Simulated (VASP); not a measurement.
# Bi in VASP: a series of runs

The runs below take Bi through single point, with PBE.

Everything below comes from runs of VASP 6.6.1. Logs are shortened: lines on timing, memory, paths and dates and some standing lists are left out, and cuts for length are marked.

## (1) The cell of the first run

The cell holds a slab with vacuum, 2 atoms: a = 4.140 Å, b = 4.140 Å, c = 28.000 Å, α = 90.00°, β = 90.00°, γ = 120.00°.

## (2) Single point, PBE

INCAR

```
SYSTEM = Bi
ALGO = Normal
DIPOL = 0.5 0.5 0.500
EDIFF = 1E-6
ENCUT = 520
GGA = PE
IDIPOL = 3
ISIF = 2
ISMEAR = 0
LASPH = .TRUE.
LCHARG = .FALSE.
LDIPOL = .TRUE.
LREAL = .FALSE.
LWAVE = .FALSE.
NBANDS = 22
NELM = 60
PREC = Accurate
SIGMA = 0.02
```

KPOINTS

```
k-points
0
G
  9 9 1
  0 0 0
```

POSCAR

```
Bi
1.0
    4.1400000000      0.0000000000      0.0000000000
   -2.0700000000      3.5853451717      0.0000000000
    0.0000000000      0.0000000000     28.0000000000
Bi
2
Direct
    0.3333333333      0.6666666667      0.5198035714
    0.6666666667      0.3333333333      0.4801964286
```

Potentials or basis: VASP PAW PBE potentials, release 64 (Bi_d).

Run with:

```bash
> cat potpaw_PBE.64/Bi_d/POTCAR > POTCAR
> mpirun -np 1 vasp_std > vasp.out
```

OUTCAR:

```text
SYSTEM = Bi
   EDIFF = 1E-6
   ENCUT = 520
   GGA = PE
   ISIF = 2
   ISMEAR = 0
   LASPH = .TRUE.
   LREAL = .FALSE.
   NELM = 60
   PREC = Accurate

 ion  position               nearest neighbor table
   1  0.333  0.667  0.520-   2 2.63   2 2.63   2 2.63
   2  0.667  0.333  0.480-   1 2.63   1 2.63   1 2.63

  LATTYP: Found a hexagonal cell.
 ALAT       =     4.1400000000
 C/A-ratio  =     6.7632850242

  Lattice vectors:

 A1 = (   4.1400000000,   0.0000000000,   0.0000000000)
 A2 = (  -2.0700000000,   3.5853451717,   0.0000000000)
 A3 = (   0.0000000000,   0.0000000000,  28.0000000000)

Analysis of symmetry for initial positions (statically):
=====================================================================
 Subroutine PRICEL returns:
 Original cell was already a primitive cell.

 Routine SETGRP: Setting up the symmetry group for a
 hexagonal supercell.

 Subroutine GETGRP returns: Found 12 space group operations
 (whereof 12 operations were pure point group operations)
 out of a pool of 24 trial point group operations.

The static configuration has the point symmetry D_3d.

Analysis of symmetry for dynamics (positions and initial velocities):
=====================================================================
 Subroutine PRICEL returns:
 Original cell was already a primitive cell.

 Routine SETGRP: Setting up the symmetry group for a
 hexagonal supercell.

 Subroutine GETGRP returns: Found 12 space group operations
 (whereof 12 operations were pure point group operations)
 out of a pool of 24 trial point group operations.

The dynamic configuration has the point symmetry D_3d.

 Subroutine INISYM returns: Found 12 space group operations
 (whereof 12 operations are pure point group operations),
 and found     1 'primitive' translations

----------------------------------------------------------------------------------------

                                     Primitive cell

  volume of cell :     415.6132

  direct lattice vectors                    reciprocal lattice vectors
     4.140000000  0.000000000  0.000000000     0.241545894  0.139456587  0.000000000
    -2.070000000  3.585345172  0.000000000     0.000000000  0.278913174  0.000000000
     0.000000000  0.000000000 28.000000000     0.000000000  0.000000000  0.035714286

  length of vectors
     4.140000000  4.140000000 28.000000000     0.278913174  0.278913174  0.035714286

  position of ions in fractional coordinates (direct lattice)
     0.333333333  0.666666667  0.519803571
     0.666666667  0.333333333  0.480196429

  ion indices of the primitive-cell ions
   primitive index   ion index
                 1           1
                 2           2

----------------------------------------------------------------------------------------

 KPOINTS: k-points

Automatic generation of k-mesh.
 Grid dimensions read from file:
 generate k-points for:    9    9    1

 Generating k-lattice:

  Cartesian coordinates                     Fractional coordinates (reciprocal lattice)
     0.026838433  0.015495176  0.000000000     0.111111111  0.000000000  0.000000000
     0.000000000  0.030990353  0.000000000     0.000000000  0.111111111  0.000000000
     0.000000000  0.000000000  0.035714286     0.000000000  0.000000000  1.000000000

  Length of vectors
     0.030990353  0.030990353  0.035714286

  Shift w.r.t. Gamma in fractional coordinates (k-lattice)
     0.000000000  0.000000000  0.000000000

 Subroutine IBZKPT returns following result:
 ===========================================

 Found     12 irreducible k-points:

 Following reciprocal coordinates:
            Coordinates               Weight
  0.000000  0.000000  0.000000      1.000000
  0.111111  0.000000  0.000000      6.000000
  0.222222  0.000000  0.000000      6.000000
  0.333333  0.000000  0.000000      6.000000
  0.444444  0.000000  0.000000      6.000000
  0.111111  0.111111  0.000000      6.000000
  0.222222  0.111111  0.000000     12.000000
  0.333333  0.111111  0.000000     12.000000
  0.444444  0.111111  0.000000      6.000000
  0.222222  0.222222  0.000000      6.000000
  0.333333  0.222222  0.000000     12.000000
  0.333333  0.333333  0.000000      2.000000
   k-points           NKPTS =     12   k-points in BZ     NKDIM =     12   number of bands    NBANDS=     22
   number of dos      NEDOS =    301   number of ions     NIONS =      2
   total plane-waves  NPLWV = 215040
   dimension x,y,z NGX =    32 NGY =   32 NGZ =  210
   dimension x,y,z NGXF=    64 NGYF=   64 NGZF=  420
   ions per type =               2
   NGX,Y,Z   is equivalent  to a cutoff of  12.85, 12.85, 12.47 a.u.
   NGXF,Y,Z  is equivalent  to a cutoff of  25.70, 25.70, 24.94 a.u.
 SYSTEM =  Bi
   PREC   = accura    normal or accurate (medium, high low for compatibility)
   ISTART =      0    job   : 0-new  1-cont  2-samecut
   ICHARG =      2    charge: 1-file 2-atom 10-const
   ISPIN  =      1    spin polarized calculation?
   LNONCOLLINEAR =      F non collinear calculations
   LSORBIT =      F    spin-orbit coupling
   LASPH  =      T    aspherical Exc in radial PAW
   ENCUT  =  520.0 eV  38.22 Ry    6.18 a.u.   7.70  7.70 52.06*2*pi/ulx,y,z
   NELM   =     60;   NELMIN=  2; NELMDL= -5     # of ELM steps
   EDIFF  = 0.1E-05   stopping-criterion for ELM
   LREAL  =      F    real-space projection
   EDIFFG = 0.1E-04   stopping-criterion for IOM
   NSW    =      0    number of steps for IOM
   IBRION =     -1    ionic relax: 0-MD 1-quasi-New 2-CG
   NFREE  =      0    steps in history (QN), initial steepest desc. (CG)
   ISIF   =      2    stress and relaxation
   ISYM   =      2    0-nonsym 1-usesym 2-fastsym
   POTIM  = 0.5000    time-step for ionic-motion
   TEBEG  =    0.0;   TEEND  =   0.0 temperature during run
   PSTRESS=    0.0 pullay stress
   NELECT =      30.0000    total number of electrons
   NUPDOWN=      -1.0000    fix difference up-down
   EMIN   =  10.00;   EMAX   =-10.00  energy-range for DOS
   EFERMI =   0.00;   METHOD = LEGACY
   ISMEAR =     0;   SIGMA  =   0.02  broadening in eV -4-tet -1-fermi 0-gaus
   EFERMI_NEDOS =   21; number of points for ismear=-14 and -15
   IALGO  =     38    algorithm
   IMIX   =      4    mixing-type and parameters
     AMIX     =   0.40;   BMIX     =  1.00
     AMIX_MAG =   1.60;   BMIX_MAG =  1.00
  volume/ion in A,a.u.               =     207.81      1402.35
  Fermi-wavevector in a.u.,A,eV,Ry     =   0.681635  1.288104  6.321632  0.464627
  Thomas-Fermi vector in A             =   1.760475
   LORBIT       =      0    0 simple, 1 ext, 2 COOP (PROOUT), +10 PAW based schemes
   GGA     = PE    functional components
   LHFCALC =     F    Hartree Fock is set to
   AEXX    =    0.0000 exact exchange contribution
   IVDW    =     0    specifies the selected vdW correction
   LEPSILON=     F    determine dielectric tensor
   LRPA    =     F    only Hartree local field effects (RPA)
 non-spin polarized calculation
 Gauss-broadening in eV      SIGMA  =   0.02
  energy-cutoff  :      520.00
  volume of cell :      415.61
 maximum number of plane-waves:     11247
 NGX is ok and might be reduce to    32
   NGX = 15   NGY = 15   NGZ =105

 dipolmoment           0.000000      0.000000      0.000000 electrons x Angstroem

 number of electron      29.9999994 magnetization

 dipolmoment           0.000000      0.000000     -0.000000 electrons x Angstroem

 Free energy of the ion-electron system (eV)
  ---------------------------------------------------
  ext. energy  EPLUGINS =         0.00000000
  ---------------------------------------------------
  free energy    TOTEN  =        -5.03685558 eV

  energy without entropy =       -5.03631133  energy(sigma->0) =       -5.03658345

 E-fermi :  -2.2730     XC(G=0):  -1.9835

 val. band max:       -2.2872271500   @ k =   0.1111   0.0000   0.0000
 cond. band min:      -2.1516175849   @ k =   0.1111   0.0000   0.0000
 fundamental gap:      0.1356095652
 Fermi energy:        -2.2729753441

 k-point     1 :       0.0000    0.0000    0.0000
  band No.  band energies     occupation
      1     -26.3534      2.00000
      2     -26.3534      2.00000
      3     -26.0072      2.00000
      4     -26.0072      2.00000
      5     -25.7093      2.00000
      6     -25.4946      2.00000
[... 14 lines left out ...]
     21       1.9892      0.00000
     22       2.2172      0.00000

 k-point     2 :       0.1111    0.0000    0.0000
  band No.  band energies     occupation
      1     -26.3567      2.00000
      2     -26.3403      2.00000
      3     -25.9948      2.00000
      4     -25.9795      2.00000
      5     -25.7025      2.00000
      6     -25.5228      2.00000
[... 14 lines left out ...]
     21       2.1180      0.00000
     22       2.3596      0.00000

 k-point     3 :       0.2222    0.0000    0.0000
  band No.  band energies     occupation
      1     -26.3616      2.00000
      2     -26.2994      2.00000
      3     -25.9691      2.00000
      4     -25.9071      2.00000
      5     -25.6827      2.00000
      6     -25.5995      2.00000
[... 14 lines left out ...]
     21       2.4901      0.00000
     22       2.7756      0.00000

 k-point     4 :       0.3333    0.0000    0.0000
  band No.  band energies     occupation
      1     -26.3628      2.00000
      2     -26.2309      2.00000
      3     -25.9497      2.00000
      4     -25.8110      2.00000
      5     -25.7536      2.00000
      6     -25.5888      2.00000
[... 14 lines left out ...]
     21       3.2189      0.00000
     22       3.4793      0.00000

 k-point     5 :       0.4444    0.0000    0.0000
  band No.  band energies     occupation
      1     -26.3617      2.00000
      2     -26.1552      2.00000
      3     -25.9414      2.00000
      4     -25.8628      2.00000
      5     -25.7165      2.00000
      6     -25.5610      2.00000
[... 14 lines left out ...]
     21       3.8707      0.00000
     22       4.1538      0.00000

 k-point     6 :       0.1111    0.1111    0.0000
  band No.  band energies     occupation
      1     -26.3639      2.00000
      2     -26.3097      2.00000
      3     -25.9688      2.00000
      4     -25.9377      2.00000
      5     -25.6851      2.00000
      6     -25.5808      2.00000
[... 14 lines left out ...]
     21       2.3432      0.00000
     22       2.6413      0.00000

 k-point     7 :       0.2222    0.1111    0.0000
  band No.  band energies     occupation
      1     -26.3717      2.00000
      2     -26.2475      2.00000
      3     -25.9363      2.00000
      4     -25.8695      2.00000
      5     -25.6950      2.00000
      6     -25.6309      2.00000
[... 14 lines left out ...]
     21       2.8598      0.00000
     22       3.2091      0.00000

 k-point     8 :       0.3333    0.1111    0.0000
  band No.  band energies     occupation
      1     -26.3745      2.00000
      2     -26.1641      2.00000
      3     -25.9224      2.00000
      4     -25.8286      2.00000
      5     -25.7620      2.00000
      6     -25.5725      2.00000
[... 14 lines left out ...]
     21       3.7107      0.00000
     22       4.0586      0.00000

 k-point     9 :       0.4444    0.1111    0.0000
  band No.  band energies     occupation
      1     -26.3748      2.00000
      2     -26.1082      2.00000
      3     -25.9196      2.00000
      4     -25.8937      2.00000
      5     -25.6931      2.00000
      6     -25.6043      2.00000
[... 14 lines left out ...]
     21       4.1865      0.00000
     22       4.5673      0.00000

 k-point    10 :       0.2222    0.2222    0.0000
  band No.  band energies     occupation
      1     -26.3854      2.00000
      2     -26.1610      2.00000
      3     -25.8783      2.00000
      4     -25.8466      2.00000
      5     -25.7789      2.00000
      6     -25.5980      2.00000
[... 14 lines left out ...]
     21       3.5266      0.00000
     22       3.9204      0.00000

 k-point    11 :       0.3333    0.2222    0.0000
  band No.  band energies     occupation
      1     -26.3926      2.00000
      2     -26.0680      2.00000
      3     -25.9038      2.00000
      4     -25.8502      2.00000
      5     -25.7452      2.00000
      6     -25.6150      2.00000
[... 14 lines left out ...]
     21       4.0420      0.00000
     22       4.4395      0.00000

 k-point    12 :       0.3333    0.3333    0.0000
  band No.  band energies     occupation
      1     -26.3999      2.00000
      2     -25.9789      2.00000
      3     -25.9789      2.00000
      4     -25.7546      2.00000
      5     -25.7546      2.00000
      6     -25.7079      2.00000
[... 14 lines left out ...]
     21       3.8528      0.00000
     22       4.7305      0.00000

------------------------ aborting loop because EDIFF is reached ----------------------------------------

 vacuum level on the upper side and lower side of the slab       (xc-potential included)        -0.007        -0.007

  FORCE on cell =-STRESS in cart. coord.  units (eV):
  Direction    XX          YY          ZZ          XY          YZ          ZX
  --------------------------------------------------------------------------------------
  -------------------------------------------------------------------------------------
  Total       12.5165107     12.5165107      7.6296777      0.0000000      0.0000000      0.0000000
  in kB       48.2507995     48.2507995     29.4121946      0.0000000      0.0000000      0.0000000
  external PRESSURE =      41.9712645 kB  Pullay stress =       0.0000000 kB

 VOLUME and BASIS-vectors are now :
 -----------------------------------------------------------------------------
  energy-cutoff  :      520.00
  volume of cell :      415.61
      direct lattice vectors                 reciprocal lattice vectors
     4.140000000  0.000000000  0.000000000     0.241545894  0.139456587  0.000000000
    -2.070000000  3.585345172  0.000000000     0.000000000  0.278913174  0.000000000
     0.000000000  0.000000000 28.000000000     0.000000000  0.000000000  0.035714286

 POSITION                                       TOTAL-FORCE (eV/Angst)
 -----------------------------------------------------------------------------------
     -0.00000      2.39023     14.55450         0.000000     -0.000000      6.909963
      2.07000      1.19512     13.44550        -0.000000      0.000000     -6.909963
 -----------------------------------------------------------------------------------
    total drift:                               -0.000000      0.000000      0.000000

  FREE ENERGIE OF THE ION-ELECTRON SYSTEM (eV)
  ---------------------------------------------------
  free  energy   TOTEN  =        -5.0368555817 eV

  energy  without entropy=       -5.0363113256  energy(sigma->0) =       -5.03658345

 vacuum level on the upper side and lower side of the slab         1.850         1.850
```

Run time: 73 s. Hardware: 1 thread of Intel Xeon 6975P-C (Granite Rapids), shared host; peak memory 0.5 GiB.

What came out:

```yaml
Free_energy: -5.0369 eV
Largest_force: 6.910 eV/Å
Band_gap_on_the_k_mesh: zero (band 15 reaches -2.29 eV, above the bottom of band 16 at -2.30 eV)
```

Forces on the atoms (eV/Å):
```
Bi   0.000  0.000  6.910
Bi   0.000  0.000 -6.910
```

Caveat: spin-orbit coupling is left out, which moves the levels of the heavy elements.

(Part 1 of 2 ends here.)
